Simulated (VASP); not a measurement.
Here is a VASP 6.6.1 calculation.

Contents of INCAR:

```
SYSTEM = TaN
PREC     = Accurate       ! precision mode
ENCUT    = 520            ! plane-wave cutoff, eV
EDIFF    = 1E-6           ! SCF threshold, eV
ISMEAR   = -1             ! smearing method
SIGMA    = 0.05           ! smearing width, eV
LREAL    = .False.        ! projectors in reciprocal space
LASPH    = .True.         ! aspherical terms in the spheres
NELM     = 80             ! most SCF steps
ALGO     = Normal         ! electronic algorithm
ISIF     = 2              ! what is computed and relaxed
LWAVE    = .False.        ! write WAVECAR
LCHARG   = .True.         ! write CHGCAR
GGA      = PS             ! functional
LELF     = .True.         ! ELF
LVHAR    = .True.       
NBANDS   = 15             ! bands
```

Contents of KPOINTS:

```
Automatic mesh
0
Gamma
  9 9 8
  0 0 0
```

Contents of POSCAR:

```
TaN
1.0
    2.9380000000      0.0000000000      0.0000000000
   -1.4690000000      2.5443826363      0.0000000000
    0.0000000000      0.0000000000      2.8830000000
Ta N
1 1
Direct
    0.0000000000      0.0000000000      0.5000000000
    0.6666666667      0.3333333333      0.0000000000
```

Potentials or basis: VASP PAW PBE potentials, release 64 (Ta_pv, N).

Launch:

```bash
$ cat potpaw_PBE.64/Ta_pv/POTCAR potpaw_PBE.64/N/POTCAR > POTCAR
$ mpirun -np 1 vasp_std > vasp.out
```

Problem. Predict the band gap on the k mesh.

Solution. Zero (band 8 reaches 8.23 eV, above the bottom of band 9 at 7.99 eV).

Problem. What does it give for the pressure?

Solution. -4.1 GPa.

Stress tensor (GPa, compression positive):
```
-4.17  0.00  0.00
 0.00 -4.17  0.00
 0.00  0.00 -3.92
```

Caveat: the PAW data sets were made with another functional, which shifts forces and pressure a little; spin-orbit coupling is left out, which moves the levels of the heavy elements.
